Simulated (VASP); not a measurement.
# DyW2 (P-4m2) in VASP: relaxation of cell and atoms with PBE

Aim: the relaxation of cell and atoms of DyW2 with PBE.

All numbers are computed with VASP 6.6.1; they aren't measurements. Logs are shortened: lines on timing, memory, paths and dates and some standing lists are left out, and cuts for length are marked.

### 1 The cell of the first run

The structure is tetragonal, space group P-4m2 (No. 115). Conventional cell: a = 3.291 Å, b = 3.291 Å, c = 6.235 Å, α = 90.00°, β = 90.00°, γ = 90.00°. Dy (site symmetry -4m2) has 8 W at 3.03 to 4.04 Å and 4 Dy at 3.29 Å within 4.1 Å. W (site symmetry 2mm) has 8 W at 2.60 to 3.29 Å and 2 Dy at 3.03 Å within 3.4 Å.

The cell was generated, and may not be a known phase.

### 2 Relaxation of cell and atoms, PBE

Input file INCAR:

```
SYSTEM = DyW2
ALGO = Normal ; EDIFF = 1E-7
EDIFFG = -0.01 ; ENCUT = 500
GGA = PE ; GGA_COMPAT = .FALSE.
IBRION = 2 ; ISIF = 3
ISMEAR = 0 ; LASPH = .TRUE.
LCHARG = .FALSE. ; LMAXMIX = 6
LREAL = .FALSE. ; LWAVE = .FALSE.
NELM = 200 ; NELMIN = 4
NSW = 100 ; PREC = Accurate
SIGMA = 0.1
```

Input file KPOINTS:

```
k-points
0
G
  14 14 8
  0 0 0
```

Input file POSCAR:

```
DyW2
1.0
    3.2913557806      0.0000000000      0.0000000000
    0.0000000000      3.2913557806      0.0000000000
    0.0000000000      0.0000000000      6.2350811189
Dy W
1 2
Direct
    0.0000000000      0.0000000000      0.5000000000
    0.5000000000      0.0000000000      0.9074844518
    0.0000000000      0.5000000000      0.0925155482
```

Potentials or basis: VASP PAW PBE potentials, release 64 (Dy_3, W_sv), 4f in core.

Launch:

```sh
cat potpaw_PBE.64/Dy_3/POTCAR potpaw_PBE.64/W_sv/POTCAR > POTCAR
mpirun -np 1 vasp_std > vasp.out
```

OUTCAR:

```text
SYSTEM = DyW2
   EDIFF = 1E-7
   EDIFFG = -0.01
   ENCUT = 500
   GGA = PE
   IBRION = 2
   ISIF = 3
   ISMEAR = 0
   LASPH = .TRUE.
   LREAL = .FALSE.
   NELM = 200
   NELMIN = 4
   NSW = 100
   PREC = Accurate

 ion  position               nearest neighbor table
   1  0.000  0.000  0.500-   2 3.03   3 3.03   3 3.03   2 3.03
   2  0.500  0.000  0.907-   3 2.60   3 2.60   3 2.60   3 2.60   1 3.03   1 3.03
   3  0.000  0.500  0.093-   2 2.60   2 2.60   2 2.60   2 2.60   1 3.03   1 3.03

  LATTYP: Found a simple tetragonal cell.
 ALAT       =     3.2913557806
 C/A-ratio  =     1.8943807764

  Lattice vectors:

 A1 = (   3.2913557806,   0.0000000000,   0.0000000000)
 A2 = (   0.0000000000,   3.2913557806,   0.0000000000)
 A3 = (   0.0000000000,   0.0000000000,   6.2350811189)

Analysis of symmetry for initial positions (statically):
=====================================================================
 Subroutine PRICEL returns:
 Original cell was already a primitive cell.

 Routine SETGRP: Setting up the symmetry group for a
 simple tetragonal supercell.

 Subroutine GETGRP returns: Found  8 space group operations
 (whereof  8 operations were pure point group operations)
 out of a pool of 16 trial point group operations.

The static configuration has the point symmetry D_2d.

Analysis of symmetry for dynamics (positions and initial velocities):
=====================================================================
 Subroutine PRICEL returns:
 Original cell was already a primitive cell.

 Routine SETGRP: Setting up the symmetry group for a
 simple tetragonal supercell.

 Subroutine GETGRP returns: Found  8 space group operations
 (whereof  8 operations were pure point group operations)
 out of a pool of 16 trial point group operations.

The dynamic configuration has the point symmetry D_2d.

 Subroutine INISYM returns: Found  8 space group operations
 (whereof  8 operations are pure point group operations),
 and found     1 'primitive' translations

----------------------------------------------------------------------------------------

                                     Primitive cell

  volume of cell :      67.5448

  direct lattice vectors                    reciprocal lattice vectors
     3.291355781  0.000000000  0.000000000     0.303826164  0.000000000  0.000000000
     0.000000000  3.291355781  0.000000000     0.000000000  0.303826164  0.000000000
     0.000000000  0.000000000  6.235081119     0.000000000  0.000000000  0.160382837

  length of vectors
     3.291355781  3.291355781  6.235081119     0.303826164  0.303826164  0.160382837

  position of ions in fractional coordinates (direct lattice)
     0.000000000  0.000000000  0.500000000
     0.500000000  0.000000000  0.907484452
     0.000000000  0.500000000  0.092515548

  ion indices of the primitive-cell ions
   primitive index   ion index
                 1           1
                 2           2
                 3           3

----------------------------------------------------------------------------------------

 KPOINTS: k-points

Automatic generation of k-mesh.
 Grid dimensions read from file:
 generate k-points for:   14   14    8

 Generating k-lattice:

  Cartesian coordinates                     Fractional coordinates (reciprocal lattice)
     0.021701869  0.000000000  0.000000000     0.071428571  0.000000000  0.000000000
     0.000000000  0.021701869  0.000000000     0.000000000  0.071428571  0.000000000
     0.000000000  0.000000000  0.020047855     0.000000000  0.000000000  0.125000000

  Length of vectors
     0.021701869  0.021701869  0.020047855

  Shift w.r.t. Gamma in fractional coordinates (k-lattice)
     0.000000000  0.000000000  0.000000000

 Subroutine IBZKPT returns following result:
 ===========================================

 Found    180 irreducible k-points:

 Following reciprocal coordinates:
            Coordinates               Weight
  0.000000  0.000000  0.000000      1.000000
  0.071429  0.000000  0.000000      4.000000
  0.142857  0.000000  0.000000      4.000000
  0.214286  0.000000  0.000000      4.000000
  0.285714  0.000000  0.000000      4.000000
  0.357143  0.000000  0.000000      4.000000
[... 16 lines left out ...]
  0.285714  0.214286  0.000000      8.000000
  0.357143  0.214286  0.000000      8.000000
 [... further k-points ...]
   k-points           NKPTS =    180   k-points in BZ     NKDIM =    180   number of bands    NBANDS=     22
   number of dos      NEDOS =    301   number of ions     NIONS =      3
   total plane-waves  NPLWV =  27648
   dimension x,y,z NGX =    24 NGY =   24 NGZ =   48
   dimension x,y,z NGXF=    48 NGYF=   48 NGZF=   96
   ions per type =               1   2
   NGX,Y,Z   is equivalent  to a cutoff of  12.12, 12.12, 12.80 a.u.
   NGXF,Y,Z  is equivalent  to a cutoff of  24.24, 24.24, 25.60 a.u.
 SYSTEM =  DyW2
   PREC   = accura    normal or accurate (medium, high low for compatibility)
   ISTART =      0    job   : 0-new  1-cont  2-samecut
   ICHARG =      2    charge: 1-file 2-atom 10-const
   ISPIN  =      1    spin polarized calculation?
   LNONCOLLINEAR =      F non collinear calculations
   LSORBIT =      F    spin-orbit coupling
   LASPH  =      T    aspherical Exc in radial PAW
   ENCUT  =  500.0 eV  36.75 Ry    6.06 a.u.   6.00  6.00 11.37*2*pi/ulx,y,z
   NELM   =    200;   NELMIN=  4; NELMDL= -5     # of ELM steps
   EDIFF  = 0.1E-06   stopping-criterion for ELM
   LREAL  =      F    real-space projection
   EDIFFG = -.1E-01   stopping-criterion for IOM
   NSW    =    100    number of steps for IOM
   IBRION =      2    ionic relax: 0-MD 1-quasi-New 2-CG
   NFREE  =      1    steps in history (QN), initial steepest desc. (CG)
   ISIF   =      3    stress and relaxation
   ISYM   =      2    0-nonsym 1-usesym 2-fastsym
   POTIM  = 0.5000    time-step for ionic-motion
   TEBEG  =    0.0;   TEEND  =   0.0 temperature during run
   PSTRESS=    0.0 pullay stress
   NELECT =      37.0000    total number of electrons
   NUPDOWN=      -1.0000    fix difference up-down
   EMIN   =  10.00;   EMAX   =-10.00  energy-range for DOS
   EFERMI =   0.00;   METHOD = LEGACY
   ISMEAR =     0;   SIGMA  =   0.10  broadening in eV -4-tet -1-fermi 0-gaus
   EFERMI_NEDOS =   21; number of points for ismear=-14 and -15
   IALGO  =     38    algorithm
   IMIX   =      4    mixing-type and parameters
     AMIX     =   0.40;   BMIX     =  1.00
     AMIX_MAG =   1.60;   BMIX_MAG =  1.00
  volume/ion in A,a.u.               =      22.51       151.94
  Fermi-wavevector in a.u.,A,eV,Ry     =   1.339506  2.531300 24.412629  1.794278
  Thomas-Fermi vector in A             =   2.467893
   LORBIT       =      0    0 simple, 1 ext, 2 COOP (PROOUT), +10 PAW based schemes
   GGA     = PE    functional components
   LHFCALC =     F    Hartree Fock is set to
   AEXX    =    0.0000 exact exchange contribution
   IVDW    =     0    specifies the selected vdW correction
   LEPSILON=     F    determine dielectric tensor
   LRPA    =     F    only Hartree local field effects (RPA)
 conjugate gradient relaxation of ions
 non-spin polarized calculation
 Gauss-broadening in eV      SIGMA  =   0.10
  energy-cutoff  :      500.00
  volume of cell :       67.54
 maximum number of plane-waves:      1738
   NGX = 13   NGY = 13   NGZ = 23

--------------------------------------- Ionic step        1  -------------------------------------------

 number of electron      37.0000015 magnetization

 Free energy of the ion-electron system (eV)
  ---------------------------------------------------
  ext. energy  EPLUGINS =         0.00000000
  ---------------------------------------------------
  free energy    TOTEN  =       -27.88548933 eV

  energy without entropy =      -27.86168080  energy(sigma->0) =      -27.87358507

------------------------ aborting loop because EDIFF is reached ----------------------------------------

  FORCE on cell =-STRESS in cart. coord.  units (eV):
  Direction    XX          YY          ZZ          XY          YZ          ZX
  --------------------------------------------------------------------------------------
  -------------------------------------------------------------------------------------
  Total        0.1936436      0.1936436      0.2273327      0.0000000      0.0000000      0.0000000
  in kB        4.5932705      4.5932705      5.3923838      0.0000000      0.0000000      0.0000000
  external PRESSURE =       4.8596416 kB  Pullay stress =       0.0000000 kB
[... 96 lines left out ...]
  energy  without entropy=      -27.8619134064  energy(sigma->0) =      -27.87387485

--------------------------------------- Ionic step        4  -------------------------------------------

 number of electron      37.0000014 magnetization

 Free energy of the ion-electron system (eV)
  ---------------------------------------------------
  ext. energy  EPLUGINS =         0.00000000
  ---------------------------------------------------
  free energy    TOTEN  =       -27.88587795 eV

  energy without entropy =      -27.86197670  energy(sigma->0) =      -27.87392732

 E-fermi :   6.1305     XC(G=0): -11.3793

 val. band max:        6.1296258536   @ k =   0.1429   0.1429   0.2500
 cond. band min:       6.1335955088   @ k =   0.1429   0.0714   0.1250
 fundamental gap:      0.0039696552
 Fermi energy:         6.1304627990

 k-point     1 :       0.0000    0.0000    0.0000
  band No.  band energies     occupation
      1     -67.4595      2.00000
      2     -67.2385      2.00000
      3     -31.9880      2.00000
      4     -31.9880      2.00000
      5     -31.7420      2.00000
      6     -31.4566      2.00000
[... 574 lines left out ...]
      6     -31.4357      2.00000
[... 14 lines left out ...]
     21       7.0674      0.00000
     22       8.6200      0.00000

 [... further k-points ...]
[... 5 lines left out ...]
  --------------------------------------------------------------------------------------
  -------------------------------------------------------------------------------------
  Total        0.0025879      0.0025879      0.0042902      0.0000000     -0.0000000      0.0000000
  in kB        0.0611521      0.0611521      0.1013789      0.0000000     -0.0000000      0.0000000
  external PRESSURE =       0.0745610 kB  Pullay stress =       0.0000000 kB
[... 18 lines left out ...]
  FREE ENERGIE OF THE ION-ELECTRON SYSTEM (eV)
  ---------------------------------------------------
  free  energy   TOTEN  =       -27.8858779501 eV

  energy  without entropy=      -27.8619766978  energy(sigma->0) =      -27.87392732

 reached required accuracy - stopping structural energy minimisation
```

It took 5.2 min on 1 thread of Intel Xeon Platinum 8488C (Sapphire Rapids), shared host; peak memory 0.37 GiB.

Results:

* Free energy: -27.8859 eV
* Relaxed volume: 22.60 Å³/atom
* Relaxed cell: a = 3.294 Å, b = 3.294 Å, c = 6.247 Å, α = 90.00°, β = 90.00°, γ = 90.00°
* Space group after relaxing (to 0.1 Å): P-4m2 (No. 115)
* Energy gained by relaxing: 0.1 meV/atom
* Ionic steps: 4
* Pressure after relaxing: 0.0 GPa
* Largest force after relaxing: 0.004 eV/Å
* Band gap on the k mesh: zero (an odd number of electrons rules out a gap without spin polarisation)

Forces on the atoms (eV/Å):
```
Dy   0.000  0.000  0.000
W    0.000  0.000  0.004
W    0.000  0.000 -0.004
```

The path:
```csv
step,energy change (eV),largest force (eV/Å),pressure (GPa),volume (Å³)
1,0.0000,0.0315,0.49,67.54
2,0.0011,0.1272,-0.91,68.21
3,-0.0003,0.0215,0.01,67.77
4,-0.0004,0.0041,0.01,67.80
```

Final structure:
```
CELL_PARAMETERS angstrom
3.29439 0.00000 0.00000
0.00000 3.29439 0.00000
0.00000 0.00000 6.24726
ATOMIC_POSITIONS crystal
Dy 0.00000 0.00000 0.50000
W 0.50000 0.00000 0.90754
W 0.00000 0.50000 0.09246
```

Caveat: spin-orbit coupling is left out, which moves the levels of the heavy elements; the 4f electrons are frozen in the core, so they carry no moment and show no levels. Spin polarisation is off, so any magnetic state and its effect on volume and gap are missing.
